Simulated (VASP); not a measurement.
# Pt (Fm-3m) in VASP: a series of runs

Runs on Pt. Level: PBEsol. Tasks: single point, relaxation of cell and atoms.

Everything below comes from runs of VASP 6.6.1. Logs are shortened: lines on timing, memory, paths and dates and some standing lists are left out, and cuts for length are marked.

**1. The cell of the first run**

Symmetry: Fm-3m, No. 225, cubic system. The conventional cell has a = 3.921 Å, b = 3.921 Å, c = 3.921 Å, α = 90.00°, β = 90.00°, γ = 90.00°. Within 3.7 Å of Pt (site symmetry m-3m) lie 12 Pt at 2.77 Å.

**2. Single point, PBEsol**

File INCAR:

```
  PREC = Accurate
  ENCUT = 500
  EDIFF = 1E-6
  ISMEAR = -1
  SIGMA = 0.1
  LREAL = False
  LASPH = True
  NELM = 120
  ALGO = Normal
  ISIF = 2
  LWAVE = False
  LCHARG = False
  GGA = PS
  NBANDS = 11
  GGA_COMPAT = False
```

File KPOINTS:

```
regular mesh
0
Gamma
  10 10 10
```

File POSCAR:

```
Pt
1.0
    0.0000000000      1.9604520021      1.9604520021
    1.9604520021      0.0000000000      1.9604520021
    1.9604520021      1.9604520021      0.0000000000
Pt
1
Direct
    0.0000000000      0.0000000000      0.0000000000
```

Potentials or basis: VASP PAW PBE potentials, release 64 (Pt).

Run with:

```bash
$ cat potpaw_PBE.64/Pt/POTCAR > POTCAR
$ mpirun -np 1 vasp_std > vasp.out
```

OUTCAR:

```text
PREC = Accurate
   ENCUT = 500
   EDIFF = 1E-6
   ISMEAR = -1
   LREAL = False
   LASPH = True
   NELM = 120
   ISIF = 2
   GGA = PS

 ion  position               nearest neighbor table
   1  0.000  0.000  0.000-

  LATTYP: Found a face centered cubic cell.
 ALAT       =     3.9209040042

  Lattice vectors:

 A1 = (   0.0000000000,   1.9604520021,   1.9604520021)
 A2 = (   1.9604520021,   0.0000000000,   1.9604520021)
 A3 = (   1.9604520021,   1.9604520021,   0.0000000000)

Analysis of symmetry for initial positions (statically):
=====================================================================
 Subroutine PRICEL returns:
 Original cell was already a primitive cell.

 Routine SETGRP: Setting up the symmetry group for a
 face centered cubic supercell.

 Subroutine GETGRP returns: Found 48 space group operations
 (whereof 48 operations were pure point group operations)
 out of a pool of 48 trial point group operations.

The static configuration has the point symmetry O_h .

Analysis of symmetry for dynamics (positions and initial velocities):
=====================================================================
 Subroutine PRICEL returns:
 Original cell was already a primitive cell.

 Routine SETGRP: Setting up the symmetry group for a
 face centered cubic supercell.

 Subroutine GETGRP returns: Found 48 space group operations
 (whereof 48 operations were pure point group operations)
 out of a pool of 48 trial point group operations.

The dynamic configuration has the point symmetry O_h .

 Subroutine INISYM returns: Found 48 space group operations
 (whereof 48 operations are pure point group operations),
 and found     1 'primitive' translations

----------------------------------------------------------------------------------------

                                     Primitive cell

  volume of cell :      15.0695

  direct lattice vectors                    reciprocal lattice vectors
     0.000000000  1.960452002  1.960452002    -0.255043224  0.255043224  0.255043224
     1.960452002  0.000000000  1.960452002     0.255043224 -0.255043224  0.255043224
     1.960452002  1.960452002  0.000000000     0.255043224  0.255043224 -0.255043224

  length of vectors
     2.772497810  2.772497810  2.772497810     0.441747823  0.441747823  0.441747823

  position of ions in fractional coordinates (direct lattice)
     0.000000000  0.000000000  0.000000000

  ion indices of the primitive-cell ions
   primitive index   ion index
                 1           1

----------------------------------------------------------------------------------------

 KPOINTS: regular mesh

Automatic generation of k-mesh.
 Grid dimensions read from file:
 generate k-points for:   10   10   10

 Generating k-lattice:

  Cartesian coordinates                     Fractional coordinates (reciprocal lattice)
    -0.025504322  0.025504322  0.025504322     0.100000000  0.000000000  0.000000000
     0.025504322 -0.025504322  0.025504322     0.000000000  0.100000000  0.000000000
     0.025504322  0.025504322 -0.025504322     0.000000000  0.000000000  0.100000000

  Length of vectors
     0.044174782  0.044174782  0.044174782

  Shift w.r.t. Gamma in fractional coordinates (k-lattice)
     0.000000000  0.000000000  0.000000000

 Subroutine IBZKPT returns following result:
 ===========================================

 Found     47 irreducible k-points:

 Following reciprocal coordinates:
            Coordinates               Weight
  0.000000  0.000000  0.000000      1.000000
  0.100000  0.000000  0.000000      8.000000
  0.200000  0.000000  0.000000      8.000000
  0.300000  0.000000  0.000000      8.000000
  0.400000  0.000000  0.000000      8.000000
  0.500000  0.000000  0.000000      4.000000
[... 16 lines left out ...]
  0.300000  0.300000  0.000000      6.000000
  0.400000  0.300000  0.000000     24.000000
 [... further k-points ...]
   k-points           NKPTS =     47   k-points in BZ     NKDIM =     47   number of bands    NBANDS=     11
   number of dos      NEDOS =    301   number of ions     NIONS =      1
   total plane-waves  NPLWV =   8000
   dimension x,y,z NGX =    20 NGY =   20 NGZ =   20
   dimension x,y,z NGXF=    40 NGYF=   40 NGZF=   40
   ions per type =               1
   NGX,Y,Z   is equivalent  to a cutoff of  11.99, 11.99, 11.99 a.u.
   NGXF,Y,Z  is equivalent  to a cutoff of  23.99, 23.99, 23.99 a.u.
 SYSTEM =  unknown system
   PREC   = accura    normal or accurate (medium, high low for compatibility)
   ISTART =      0    job   : 0-new  1-cont  2-samecut
   ICHARG =      2    charge: 1-file 2-atom 10-const
   ISPIN  =      1    spin polarized calculation?
   LNONCOLLINEAR =      F non collinear calculations
   LSORBIT =      F    spin-orbit coupling
   LASPH  =      T    aspherical Exc in radial PAW
   ENCUT  =  500.0 eV  36.75 Ry    6.06 a.u.   5.05  5.05  5.05*2*pi/ulx,y,z
   NELM   =    120;   NELMIN=  2; NELMDL= -5     # of ELM steps
   EDIFF  = 0.1E-05   stopping-criterion for ELM
   LREAL  =      F    real-space projection
   EDIFFG = 0.1E-04   stopping-criterion for IOM
   NSW    =      0    number of steps for IOM
   IBRION =     -1    ionic relax: 0-MD 1-quasi-New 2-CG
   NFREE  =      0    steps in history (QN), initial steepest desc. (CG)
   ISIF   =      2    stress and relaxation
   ISYM   =      2    0-nonsym 1-usesym 2-fastsym
   POTIM  = 0.5000    time-step for ionic-motion
   TEBEG  =    0.0;   TEEND  =   0.0 temperature during run
   PSTRESS=    0.0 pullay stress
   NELECT =      10.0000    total number of electrons
   NUPDOWN=      -1.0000    fix difference up-down
   EMIN   =  10.00;   EMAX   =-10.00  energy-range for DOS
   EFERMI =   0.00;   METHOD = LEGACY
   ISMEAR =    -1;   SIGMA  =   0.10  broadening in eV -4-tet -1-fermi 0-gaus
   EFERMI_NEDOS =   21; number of points for ismear=-14 and -15
   IALGO  =     38    algorithm
   IMIX   =      4    mixing-type and parameters
     AMIX     =   0.40;   BMIX     =  1.00
     AMIX_MAG =   1.60;   BMIX_MAG =  1.00
  volume/ion in A,a.u.               =      15.07       101.69
  Fermi-wavevector in a.u.,A,eV,Ry     =   1.427936  2.698407 27.742280  2.039000
  Thomas-Fermi vector in A             =   2.548052
   LORBIT       =      0    0 simple, 1 ext, 2 COOP (PROOUT), +10 PAW based schemes
   GGA     = PS    functional components
   LHFCALC =     F    Hartree Fock is set to
   AEXX    =    0.0000 exact exchange contribution
   IVDW    =     0    specifies the selected vdW correction
   LEPSILON=     F    determine dielectric tensor
   LRPA    =     F    only Hartree local field effects (RPA)
 non-spin polarized calculation
  energy-cutoff  :      500.00
  volume of cell :       15.07
 maximum number of plane-waves:       392
   NGX = 11   NGY = 11   NGZ = 11

 number of electron      10.0000001 magnetization

 Free energy of the ion-electron system (eV)
  ---------------------------------------------------
  ext. energy  EPLUGINS =         0.00000000
  ---------------------------------------------------
  free energy    TOTEN  =        -6.97437758 eV

  energy without entropy =       -6.91837759  energy(sigma->0) =       -6.94637759

 E-fermi :  11.1353     XC(G=0): -13.6328

 val. band max:       11.1297811495   @ k =   0.5000   0.5000   0.0000
 cond. band min:      11.1577736121   @ k =   0.5000   0.0000   0.0000
 fundamental gap:      0.0279924626
 Fermi energy:        11.1353096503

 k-point     1 :       0.0000    0.0000    0.0000
  band No.  band energies     occupation
      1       0.8063      2.00000
      2       7.3038      2.00000
      3       7.3038      2.00000
      4       7.3038      2.00000
      5       9.4824      2.00000
      6       9.4824      2.00000
      7      25.7346      0.00000
      8      30.6930      0.00000
      9      30.6930      0.00000
     10      30.6930      0.00000
     11      35.9933      0.00000

 k-point     2 :       0.1000    0.0000    0.0000
  band No.  band energies     occupation
      1       1.2036      2.00000
      2       7.1349      2.00000
      3       7.4547      2.00000
      4       7.4547      2.00000
      5       9.4046      2.00000
      6       9.4047      2.00000
      7      26.3361      0.00000
      8      28.9154      0.00000
      9      31.3043      0.00000
     10      31.3043      0.00000
     11      37.5946      0.00000

 k-point     3 :       0.2000    0.0000    0.0000
  band No.  band energies     occupation
      1       2.2552      2.00000
      2       6.8784      2.00000
      3       7.6875      2.00000
      4       7.6875      2.00000
      5       9.4332      2.00000
      6       9.4332      2.00000
      7      25.9849      0.00000
      8      27.4544      0.00000
      9      32.9267      0.00000
     10      32.9267      0.00000
     11      35.1030      0.00000

 k-point     4 :       0.3000    0.0000    0.0000
  band No.  band energies     occupation
      1       3.3451      2.00000
      2       7.3132      2.00000
      3       7.5877      2.00000
      4       7.5877      2.00000
      5      10.0125      1.99997
      6      10.0125      1.99997
      7      22.6193      0.00000
      8      26.9529      0.00000
      9      33.2810      0.00000
     10      33.2810      0.00000
     11      35.2661      0.00000
[... 239 lines left out ...]
 k-point    22 :      -0.2000    0.2000    0.0000
  band No.  band energies     occupation
      1       4.2051      2.00000
      2       6.3457      2.00000
      3       7.3387      2.00000
      4       8.5054      2.00000
      5       8.7101      2.00000
      6      11.5161      0.04341
      7      23.7744      0.00000
      8      26.4394      0.00000
      9      29.4432      0.00000
     10      31.8210      0.00000
     11      35.1185      0.00000

 k-point    23 :       0.3000    0.3000    0.0000
  band No.  band energies     occupation
      1       4.1287      2.00000
      2       5.2929      2.00000
      3       8.3770      2.00000
      4       9.6182      2.00000
      5       9.6182      2.00000
      6      10.5128      1.99605
      7      26.5896      0.00000
      8      26.5896      0.00000
      9      27.7752      0.00000
     10      30.1481      0.00000
     11      31.4358      0.00000

 k-point    24 :       0.4000    0.3000    0.0000
  band No.  band energies     occupation
      1       4.4563      2.00000
      2       5.1036      2.00000
      3       8.4589      2.00000
      4       9.7972      2.00000
      5      11.0589      1.36456
      6      11.3191      0.27454
      7      23.0509      0.00000
      8      25.3904      0.00000
      9      25.8769      0.00000
     10      30.9948      0.00000
     11      33.1802      0.00000

 [... further k-points ...]

------------------------ aborting loop because EDIFF is reached ----------------------------------------

  FORCE on cell =-STRESS in cart. coord.  units (eV):
  Direction    XX          YY          ZZ          XY          YZ          ZX
  --------------------------------------------------------------------------------------
  -------------------------------------------------------------------------------------
  Total       -0.0380656     -0.0380656     -0.0380656     -0.0000000      0.0000000      0.0000000
  in kB       -4.0471073     -4.0471073     -4.0471073     -0.0000000      0.0000000      0.0000000
  external PRESSURE =      -4.0471073 kB  Pullay stress =       0.0000000 kB

 VOLUME and BASIS-vectors are now :
 -----------------------------------------------------------------------------
  energy-cutoff  :      500.00
  volume of cell :       15.07
      direct lattice vectors                 reciprocal lattice vectors
     0.000000000  1.960452002  1.960452002    -0.255043224  0.255043224  0.255043224
     1.960452002  0.000000000  1.960452002     0.255043224 -0.255043224  0.255043224
     1.960452002  1.960452002  0.000000000     0.255043224  0.255043224 -0.255043224

 POSITION                                       TOTAL-FORCE (eV/Angst)
 -----------------------------------------------------------------------------------
      0.00000      0.00000      0.00000        -0.000000     -0.000000     -0.000000
 -----------------------------------------------------------------------------------
    total drift:                                0.000000      0.000000      0.000000

  FREE ENERGIE OF THE ION-ELECTRON SYSTEM (eV)
  ---------------------------------------------------
  free  energy   TOTEN  =        -6.9743775846 eV

  energy  without entropy=       -6.9183775942  energy(sigma->0) =       -6.94637759
```

Wall time 3.3 s (1 thread of Intel Xeon 6975P-C (Granite Rapids), shared host); peak memory 0.12 GiB.

What came out:

```yaml
Free_energy: -6.9744 eV
Pressure: -0.4 GPa
Band_gap_on_the_k_mesh: zero (band 5 reaches 11.61 eV, above the bottom of band 6 at 9.40 eV)
```

Caveat: the PAW data sets were made with another functional, which shifts forces and pressure a little; spin-orbit coupling is left out, which moves the levels of the heavy elements.

**3. Relaxation of cell and atoms, PBEsol**

File INCAR:

```
SYSTEM = Pt
PREC = Accurate
ENCUT = 500
EDIFF = 1E-7
ISMEAR = -1
SIGMA = 0.1
LREAL = .False.
LASPH = .True.
NELM = 120
ALGO = Normal
ISIF = 3
LWAVE = .False.
LCHARG = .False.
GGA = PS
IBRION = 2
NSW = 60
EDIFFG = -0.03
GGA_COMPAT = .False.
NELMIN = 4
```

File KPOINTS:

```
Automatic mesh
0
Gamma
  10 10 10
  0 0 0
```

File POSCAR:

```
Pt
1.0
    0.0000000000      1.9609000000      1.9609000000
    1.9609000000      0.0000000000      1.9609000000
    1.9609000000      1.9609000000      0.0000000000
Pt
1
Direct
    0.0000000000      0.0000000000      0.0000000000
```

Potentials or basis: VASP PAW PBE potentials, release 64 (Pt).

Run with:

```bash
$ cat potpaw_PBE.64/Pt/POTCAR > POTCAR
$ mpirun -np 1 vasp_std > vasp.out
```

Run time: 6.2 s. Hardware: 1 thread of Intel Xeon 6975P-C (Granite Rapids), shared host; peak memory 0.13 GiB.

The run converged. Its results:

```
Free energy                            : -6.9744 eV
Relaxed volume                         : 15.05 Å³/atom
Relaxed cell                           : a = 2.771 Å, b = 2.771 Å, c = 2.771 Å, α = 60.00°, β = 60.00°, γ = 60.00°
Space group after relaxing (to 0.05 Å) : Fm-3m (No. 225)
Energy gained by relaxing              : 0.1 meV/atom
Ionic steps                            : 3
Pressure after relaxing                : 0.0 GPa
Band gap on the k mesh                 : zero (band 5 reaches 11.64 eV, above the bottom of band 6 at 9.43 eV)
```

Final structure:
```xyz
1
Lattice="0.0000 1.9595 1.9595 1.9595 0.0000 1.9595 1.9595 1.9595 0.0000" Properties=species:S:1:pos:R:3 pbc="T T T"
Pt    0.0000    0.0000    0.0000
```

Levels at points of the mesh, in eV from the Fermi level:
| k point | band 3 | band 4 | band 5 | band 6 | band 7 | band 8 |
| --- | --- | --- | --- | --- | --- | --- |
| (0.00, 0.00, 0.00) | -3.84 | -3.84 | -1.66 | -1.66 | 14.60 | 19.56 |
| (0.50, 0.00, 0.00) | -3.90 | -0.58 | 0.02 | 0.02 | 5.80 | 14.15 |
| (0.50, 0.50, 0.00) | -0.01 | 0.47 | 0.47 | 1.68 | 8.83 | 11.32 |

Caveat: the PAW data sets were made with another functional, which shifts forces and pressure a little; spin-orbit coupling is left out, which moves the levels of the heavy elements.
